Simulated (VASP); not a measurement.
Ge2H, 3 atoms in the cell. The cell holds a slab with vacuum, 3 atoms: a = 4.023 Å, b = 4.023 Å, c = 17.684 Å, α = 90.00°, β = 90.00°, γ = 120.00°. 

* Program: VASP 6.6.1
* Task: single point
* Functional: PBE
* Dispersion: D3(BJ)
* Potentials or basis: VASP PAW PBE potentials, release 64 (Ge_d, H)
* Cutoff: 520 eV
* k mesh: 9 × 9 × 1
* Occupations: gaussian, width 0.1 eV
* Spin: collinear spin
* Starting moments: [0.0, 0.0, 1.0] μB
* Dipole correction: yes
* Further INCAR settings: ALGO = Normal; EDIFF = 1e-06; NBANDS = 26

Potentials or basis: VASP PAW PBE potentials, release 64 (Ge_d, H).

The run is started by

```sh
$ cat potpaw_PBE.64/Ge_d/POTCAR potpaw_PBE.64/H/POTCAR > POTCAR
$ mpirun -np 1 vasp_std > vasp.out
```

Hardware: 1 thread of Oxide Virtual Turin-like Processor, with other jobs on the host.

Q: How long does it take, and how much memory?

A: Run time: 13 min on 1 thread of Oxide Virtual Turin-like Processor (shared host), peak memory 0.54 GiB. Counts: scf iterations 28, k points 25.
